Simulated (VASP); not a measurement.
# AlRu (Pm-3m) in VASP: a series of runs

Runs on AlRu. Level: PBEsol+D3(BJ). Tasks: single point.

Program: VASP 6.6.1. These are calculated values, not measurements. Logs are shortened: lines on timing, memory, paths and dates and some standing lists are left out, and cuts for length are marked.

## 1. The cell of the first run

It takes space group Pm-3m (No. 221, cubic). The conventional cell has a = 2.949 Å, b = 2.949 Å, c = 2.949 Å, α = 90.00°, β = 90.00°, γ = 90.00°. Ru (site symmetry m-3m) has 8 Al at 2.55 Å and 6 Ru at 2.95 Å within 3.4 Å. Al (site symmetry m-3m) has 8 Ru at 2.55 Å and 6 Al at 2.95 Å within 3.4 Å.

## 2. Single point, PBEsol+D3(BJ)

The input, INCAR:

```
ALGO = Normal
EDIFF = 1E-7
ENCUT = 520
GGA = PS
ISIF = 2
ISMEAR = -1
IVDW = 12
LASPH = T
LCHARG = F
LREAL = F
LWAVE = F
NBANDS = 16
NELM = 80
PREC = Accurate
SIGMA = 0.05
```

The input, KPOINTS:

```
k-points
0
Gamma
  9 9 9
```

The input, POSCAR:

```
AlRu
1.0
    2.9490222413      0.0000000000      0.0000000000
    0.0000000000      2.9490222413      0.0000000000
    0.0000000000      0.0000000000      2.9490222413
Ru Al
1 1
Direct
    0.5000000000      0.5000000000      0.5000000000
    0.0000000000      0.0000000000      0.0000000000
```

Potentials or basis: VASP PAW PBE potentials, release 64 (Ru_pv, Al).

Run with:

```console
cat potpaw_PBE.64/Ru_pv/POTCAR potpaw_PBE.64/Al/POTCAR > POTCAR
mpirun -np 1 vasp_std > vasp.out
```

OUTCAR:

```text
EDIFF = 1E-7
   ENCUT = 520
   GGA = PS
   ISIF = 2
   ISMEAR = -1
   IVDW = 12
   LASPH = T
   LREAL = F
   NELM = 80
   PREC = Accurate
 IVDW          = 12

 ion  position               nearest neighbor table
   1  0.500  0.500  0.500-   2 2.55   2 2.55   2 2.55   2 2.55   2 2.55   2 2.55   2 2.55   2 2.55

   2  0.000  0.000  0.000-   1 2.55   1 2.55   1 2.55   1 2.55   1 2.55   1 2.55   1 2.55   1 2.55

  LATTYP: Found a simple cubic cell.
 ALAT       =     2.9490222413

  Lattice vectors:

 A1 = (   2.9490222413,   0.0000000000,   0.0000000000)
 A2 = (   0.0000000000,   2.9490222413,   0.0000000000)
 A3 = (   0.0000000000,   0.0000000000,   2.9490222413)

Analysis of symmetry for initial positions (statically):
=====================================================================
 Subroutine PRICEL returns:
 Original cell was already a primitive cell.

 Routine SETGRP: Setting up the symmetry group for a
 simple cubic supercell.

 Subroutine GETGRP returns: Found 48 space group operations
[... 9 lines left out ...]

 Routine SETGRP: Setting up the symmetry group for a
 simple cubic supercell.

 Subroutine GETGRP returns: Found 48 space group operations
[... 11 lines left out ...]
                                     Primitive cell

  volume of cell :      25.6469

  direct lattice vectors                    reciprocal lattice vectors
     2.949022241  0.000000000  0.000000000     0.339095442  0.000000000  0.000000000
     0.000000000  2.949022241  0.000000000     0.000000000  0.339095442  0.000000000
     0.000000000  0.000000000  2.949022241     0.000000000  0.000000000  0.339095442

  length of vectors
     2.949022241  2.949022241  2.949022241     0.339095442  0.339095442  0.339095442

  position of ions in fractional coordinates (direct lattice)
     0.500000000  0.500000000  0.500000000
     0.000000000  0.000000000  0.000000000

  ion indices of the primitive-cell ions
   primitive index   ion index
                 1           1
                 2           2

----------------------------------------------------------------------------------------

 KPOINTS: k-points

Automatic generation of k-mesh.
 Grid dimensions read from file:
 generate k-points for:    9    9    9

 Generating k-lattice:

  Cartesian coordinates                     Fractional coordinates (reciprocal lattice)
     0.037677271  0.000000000  0.000000000     0.111111111  0.000000000  0.000000000
     0.000000000  0.037677271  0.000000000     0.000000000  0.111111111  0.000000000
     0.000000000  0.000000000  0.037677271     0.000000000  0.000000000  0.111111111

  Length of vectors
     0.037677271  0.037677271  0.037677271

  Shift w.r.t. Gamma in fractional coordinates (k-lattice)
     0.000000000  0.000000000  0.000000000

 Subroutine IBZKPT returns following result:
 ===========================================

 Found     35 irreducible k-points:

 Following reciprocal coordinates:
            Coordinates               Weight
  0.000000  0.000000  0.000000      1.000000
  0.111111  0.000000  0.000000      6.000000
  0.222222  0.000000  0.000000      6.000000
  0.333333  0.000000  0.000000      6.000000
  0.444444  0.000000  0.000000      6.000000
  0.111111  0.111111  0.000000     12.000000
[... 16 lines left out ...]
  0.333333  0.333333  0.111111     24.000000
  0.444444  0.333333  0.111111     48.000000
 [... further k-points ...]
   k-points           NKPTS =     35   k-points in BZ     NKDIM =     35   number of bands    NBANDS=     16
   number of dos      NEDOS =    301   number of ions     NIONS =      2
   total plane-waves  NPLWV =  13824
   dimension x,y,z NGX =    24 NGY =   24 NGZ =   24
   dimension x,y,z NGXF=    48 NGYF=   48 NGZF=   48
   ions per type =               1   1
   NGX,Y,Z   is equivalent  to a cutoff of  13.53, 13.53, 13.53 a.u.
   NGXF,Y,Z  is equivalent  to a cutoff of  27.06, 27.06, 27.06 a.u.
 SYSTEM =  unknown system
   PREC   = accura    normal or accurate (medium, high low for compatibility)
   ISTART =      0    job   : 0-new  1-cont  2-samecut
   ICHARG =      2    charge: 1-file 2-atom 10-const
   ISPIN  =      1    spin polarized calculation?
   LNONCOLLINEAR =      F non collinear calculations
   LSORBIT =      F    spin-orbit coupling
   LASPH  =      T    aspherical Exc in radial PAW
   ENCUT  =  520.0 eV  38.22 Ry    6.18 a.u.   5.48  5.48  5.48*2*pi/ulx,y,z
   NELM   =     80;   NELMIN=  2; NELMDL= -5     # of ELM steps
   EDIFF  = 0.1E-06   stopping-criterion for ELM
   LREAL  =      F    real-space projection
   EDIFFG = 0.1E-05   stopping-criterion for IOM
   NSW    =      0    number of steps for IOM
   IBRION =     -1    ionic relax: 0-MD 1-quasi-New 2-CG
   NFREE  =      0    steps in history (QN), initial steepest desc. (CG)
   ISIF   =      2    stress and relaxation
   ISYM   =      2    0-nonsym 1-usesym 2-fastsym
   POTIM  = 0.5000    time-step for ionic-motion
   TEBEG  =    0.0;   TEEND  =   0.0 temperature during run
   PSTRESS=    0.0 pullay stress
   NELECT =      17.0000    total number of electrons
   NUPDOWN=      -1.0000    fix difference up-down
   EMIN   =  10.00;   EMAX   =-10.00  energy-range for DOS
   EFERMI =   0.00;   METHOD = LEGACY
   ISMEAR =    -1;   SIGMA  =   0.05  broadening in eV -4-tet -1-fermi 0-gaus
   EFERMI_NEDOS =   21; number of points for ismear=-14 and -15
   IALGO  =     38    algorithm
   IMIX   =      4    mixing-type and parameters
     AMIX     =   0.40;   BMIX     =  1.00
     AMIX_MAG =   1.60;   BMIX_MAG =  1.00
  volume/ion in A,a.u.               =      12.82        86.54
  Fermi-wavevector in a.u.,A,eV,Ry     =   1.427402  2.697399 27.721566  2.037478
  Thomas-Fermi vector in A             =   2.547576
   LORBIT       =      0    0 simple, 1 ext, 2 COOP (PROOUT), +10 PAW based schemes
   GGA     = PS    functional components
   LHFCALC =     F    Hartree Fock is set to
   AEXX    =    0.0000 exact exchange contribution
   IVDW    =    12    specifies the selected vdW correction
   LEPSILON=     F    determine dielectric tensor
   LRPA    =     F    only Hartree local field effects (RPA)
 non-spin polarized calculation
  energy-cutoff  :      520.00
  volume of cell :       25.65
 maximum number of plane-waves:       739
 NGX is ok and might be reduce to    24
   NGX = 11   NGY = 11   NGZ = 11

 number of electron      16.9999999 magnetization

 Free energy of the ion-electron system (eV)
  ---------------------------------------------------
  ext. energy  EPLUGINS =         0.00000000
  ---------------------------------------------------
  free energy    TOTEN  =       -15.51099218 eV

  energy without entropy =      -15.49685773  energy(sigma->0) =      -15.50392495

 E-fermi :  11.1312     XC(G=0): -12.9124

 val. band max:       11.1172152577   @ k =   0.4444   0.4444   0.1111
 cond. band min:      11.1340907685   @ k =   0.4444   0.1111   0.1111
 fundamental gap:      0.0168755107
 Fermi energy:        11.1312291038

 k-point     1 :       0.0000    0.0000    0.0000
  band No.  band energies     occupation
      1     -30.5372      2.00000
      2     -30.5372      2.00000
      3     -30.5372      2.00000
      4       1.2773      2.00000
      5       7.3763      2.00000
      6       7.3763      2.00000
[... 8 lines left out ...]
     15      23.1551      0.00000
     16      27.1265      0.00000

 k-point     2 :       0.1111    0.0000    0.0000
  band No.  band energies     occupation
      1     -30.5665      2.00000
      2     -30.5347      2.00000
      3     -30.5347      2.00000
      4       1.5229      2.00000
      5       7.4633      2.00000
      6       7.4644      2.00000
[... 8 lines left out ...]
     15      23.2727      0.00000
     16      27.8822      0.00000

 k-point     3 :       0.2222    0.0000    0.0000
  band No.  band energies     occupation
      1     -30.6403      2.00000
      2     -30.5284      2.00000
      3     -30.5284      2.00000
      4       2.2304      2.00000
      5       7.5585      2.00000
      6       7.6963      2.00000
[... 8 lines left out ...]
     15      24.2375      0.00000
     16      28.6333      0.00000

 k-point     4 :       0.3333    0.0000    0.0000
  band No.  band energies     occupation
      1     -30.7233      2.00000
      2     -30.5213      2.00000
      3     -30.5213      2.00000
      4       3.3173      2.00000
      5       7.1879      2.00000
      6       7.9878      2.00000
[... 8 lines left out ...]
     15      24.7310      0.00000
     16      26.6346      0.00000

 k-point     5 :       0.4444    0.0000    0.0000
  band No.  band energies     occupation
      1     -30.7770      2.00000
      2     -30.5167      2.00000
      3     -30.5167      2.00000
      4       4.6385      2.00000
      5       6.1396      2.00000
      6       8.1970      2.00000
[... 8 lines left out ...]
     15      24.8620      0.00000
     16      24.9056      0.00000

 k-point     6 :       0.1111    0.1111    0.0000
  band No.  band energies     occupation
      1     -30.5652      2.00000
      2     -30.5626      2.00000
      3     -30.5322      2.00000
      4       1.7638      2.00000
      5       7.5401      2.00000
      6       7.5714      2.00000
[... 8 lines left out ...]
     15      23.6499      0.00000
     16      28.4723      0.00000
[... 267 lines left out ...]
 k-point    21 :       0.3333    0.2222    0.1111
  band No.  band energies     occupation
      1     -30.7080      2.00000
      2     -30.6181      2.00000
      3     -30.5404      2.00000
      4       4.1938      2.00000
      5       7.4355      2.00000
      6       8.3888      2.00000
[... 8 lines left out ...]
     15      24.2639      0.00000
     16      26.3571      0.00000

 k-point    22 :       0.4444    0.2222    0.1111
  band No.  band energies     occupation
      1     -30.7604      2.00000
      2     -30.6125      2.00000
      3     -30.5355      2.00000
      4       5.1730      2.00000
      5       6.6104      2.00000
      6       8.5812      2.00000
[... 8 lines left out ...]
     15      23.3465      0.00000
     16      25.4675      0.00000

 k-point    23 :       0.3333    0.3333    0.1111
  band No.  band energies     occupation
      1     -30.7003      2.00000
      2     -30.6959      2.00000
      3     -30.5329      2.00000
      4       4.7832      2.00000
      5       7.3387      2.00000
      6       8.5907      2.00000
[... 8 lines left out ...]
     15      25.0299      0.00000
     16      26.0778      0.00000

 k-point    24 :       0.4444    0.3333    0.1111
  band No.  band energies     occupation
      1     -30.7499      2.00000
      2     -30.6917      2.00000
      3     -30.5280      2.00000
      4       5.1785      2.00000
      5       7.2719      2.00000
      6       8.5647      2.00000
[... 8 lines left out ...]
     15      24.6356      0.00000
     16      25.0844      0.00000

 [... further k-points ...]

------------------------ aborting loop because EDIFF is reached ----------------------------------------

 Edisp (eV)   -1.01801

 E8    (eV) :    -0.6896

  FORCE on cell =-STRESS in cart. coord.  units (eV):
  Direction    XX          YY          ZZ          XY          YZ          ZX
  --------------------------------------------------------------------------------------
  -------------------------------------------------------------------------------------
  Total       0.01469     0.01469     0.01469     0.00000     0.00000    -0.00000
  in kB       0.91745     0.91745     0.91745     0.00000     0.00000    -0.00000
  external pressure =        0.92 kB  Pullay stress =        0.00 kB

 VOLUME and BASIS-vectors are now :
 -----------------------------------------------------------------------------
  energy-cutoff  :      520.00
  volume of cell :       25.65
      direct lattice vectors                 reciprocal lattice vectors
     2.949022241  0.000000000  0.000000000     0.339095442  0.000000000  0.000000000
     0.000000000  2.949022241  0.000000000     0.000000000  0.339095442  0.000000000
     0.000000000  0.000000000  2.949022241     0.000000000  0.000000000  0.339095442

 POSITION                                       TOTAL-FORCE (eV/Angst)
 -----------------------------------------------------------------------------------
      1.47451      1.47451      1.47451         0.000000      0.000000      0.000000
      0.00000      0.00000      0.00000         0.000000      0.000000      0.000000
 -----------------------------------------------------------------------------------
    total drift:                                0.000000     -0.000000     -0.000000

  FREE ENERGIE OF THE ION-ELECTRON SYSTEM (eV)
  ---------------------------------------------------
  free  energy   TOTEN  =       -16.5290030745 eV

  energy  without entropy=      -16.5148686274  energy(sigma->0) =      -16.52193585
```

Wall time 4.4 s (1 thread of Intel Xeon 6975P-C (Granite Rapids), shared host); peak memory 0.15 GiB.

Results:

```
Free energy                : -16.5290 eV
Pressure                   : 0.1 GPa
Dispersion energy per atom : -0.509 eV
```

Caveat: the PAW data sets were made with another functional, which shifts forces and pressure a little; pairwise dispersion overbinds metals, which lowers pressure and volume.

## 3. Single point, PBEsol+D3(BJ)

This run uses another cell than the first one, of 12.90 Å³/atom, 1.006 times its volume.

The input, INCAR:

```
SYSTEM = AlRu
  PREC = Accurate
  ENCUT = 520
  EDIFF = 1E-6
  ISMEAR = -1
  SIGMA = 0.05
  LREAL = .False.
  LASPH = .True.
  NELM = 100
  ALGO = Normal
  ISIF = 2
  LWAVE = .False.
  LCHARG = .True.
  GGA = PS
  IVDW = 12
  LELF = .True.
  LVHAR = .True.
  NBANDS = 16
```

The input, KPOINTS:

```
regular mesh
0
Gamma
  9 9 9
  0 0 0
```

The input, POSCAR:

```
AlRu
1.0
    2.9549923908      0.0000000000      0.0000000000
    0.0000000000      2.9549923908      0.0000000000
    0.0000000000      0.0000000000      2.9549923908
Ru Al
1 1
Direct
    0.5000000000      0.5000000000      0.5000000000
    0.0000000000      0.0000000000      0.0000000000
```

Potentials or basis: VASP PAW PBE potentials, release 64 (Ru_pv, Al).

Run with:

```console
cat potpaw_PBE.64/Ru_pv/POTCAR potpaw_PBE.64/Al/POTCAR > POTCAR
mpirun -np 1 vasp_std > vasp.out
```

Wall time 4.2 s (1 thread of Intel Xeon 6975P-C (Granite Rapids), shared host); peak memory 0.15 GiB.

Results (log left out):

```yaml
Free_energy: -16.5285 eV
Pressure: -1.3 GPa
Dispersion_energy_per_atom: -0.506 eV
```

Levels at points of the mesh, in eV from the Fermi level:
| k point | band 6 | band 7 | band 8 | band 9 | band 10 | band 11 | band 12 | band 13 |
| --- | --- | --- | --- | --- | --- | --- | --- | --- |
| (0.00, 0.00, 0.00) | -3.72 | 0.26 | 0.26 | 0.26 | 6.34 | 6.34 | 6.34 | 11.30 |

Caveat: three body term missing; the PAW data sets were made with another functional, which shifts forces and pressure a little; pairwise dispersion overbinds metals, which lowers pressure and volume.
